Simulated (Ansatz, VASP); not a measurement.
## Two plane-wave programs on Ni

Contents of POSCAR:

```
Ni
1.0
    0.0000000000      1.7672500000      1.7672500000
    1.7672500000      0.0000000000      1.7672500000
    1.7672500000      1.7672500000      0.0000000000
Ni
1
Direct
    0.0000000000      0.0000000000      0.0000000000
```

The input INCAR.step1:

```
PREC = Accurate
ENCUT = 520
ISMEAR = -1
SIGMA = 0.1
LREAL = F
LASPH = T
NELM = 150
ISPIN = 2
MAGMOM = 2
LMAXMIX = 4
NBANDS = 15
GGA = PE
ALGO = Normal
EDIFF = 1E-4
LWAVE = T
LCHARG = F
```

The input INCAR.step2:

```
PREC = Accurate
ENCUT = 520
EDIFF = 1E-6
ISMEAR = -1
SIGMA = 0.1
LREAL = F
LASPH = T
NELM = 150
ALGO = Normal
ISIF = 2
LWAVE = F
LCHARG = F
ISPIN = 2
MAGMOM = 2
LORBIT = 11
LMAXMIX = 4
METAGGA = R2SCAN
LMIXTAU = T
NBANDS = 15
ISTART = 1
```

File KPOINTS:

```
Automatic mesh
0
Gamma
  14 14 14
```

Input for Ansatz:

```yaml
crystal:
  lattice:
    - [0.0, 1.76725, 1.76725]
    - [1.76725, 0.0, 1.76725]
    - [1.76725, 1.76725, 0.0]
  atoms:
    - { symbol: Ni, position: [0.0, 0.0, 0.0], spin: 2.0 }
magnetization:
  spin_polarized: true
hamiltonian:
  xc: r2scan
  pseudopotentials: { kind: paw }
basis:
  ecutwfc: 500
kpoints:
  mp_grid: { grid: [14, 14, 14] }
scf:
  occupations: { method: fermi_dirac, width: 0.1 }
  lower_state_search: "off"
  algorithm: density_mixing
  max_iter: 70
  mixing: { algorithm: broyden, beta: 0.3, preconditioner: local_kerker }
output:
  forces: true
  stress: true
```

Alike in both runs: task single point; functional r2SCAN; k mesh 14 × 14 × 14; occupations fermi-dirac, width 0.1 eV; collinear spin.

```csv
,VASP,Ansatz
version,VASP 6.6.1,Ansatz 0.2.0
potentials or method,"VASP PAW PBE potentials, release 64 (Ni), cutoff 520 eV","PAW, plane waves, scalar-relativistic"
valence electrons in the cell,10,18
```

VASP gave:

| Quantity | Value |
| --- | --- |
| pressure (GPa) | -8.6 |
| net moment per atom (μB) | 0.74 |
| size of the moment on the site where the two differ most (μB) | 0.77 |

**Question.** What did Ansatz give for the same quantities?

**Answer.** Pressure (GPa): -9.1; net moment per atom (μB): 0.76; size of the moment on the site where the two differ most (μB): 0.83.

VASP's potentials were made for PBE, not for r2SCAN. Site moments also hang on the region over which each program counts them. The functional is the same, so the differences come from potentials, cutoffs and numerics. VASP's potentials hold 10 valence electrons a cell and Ansatz's 18, so a difference there can come from the potentials and not from the codes. Ansatz's warnings: stability check not made.
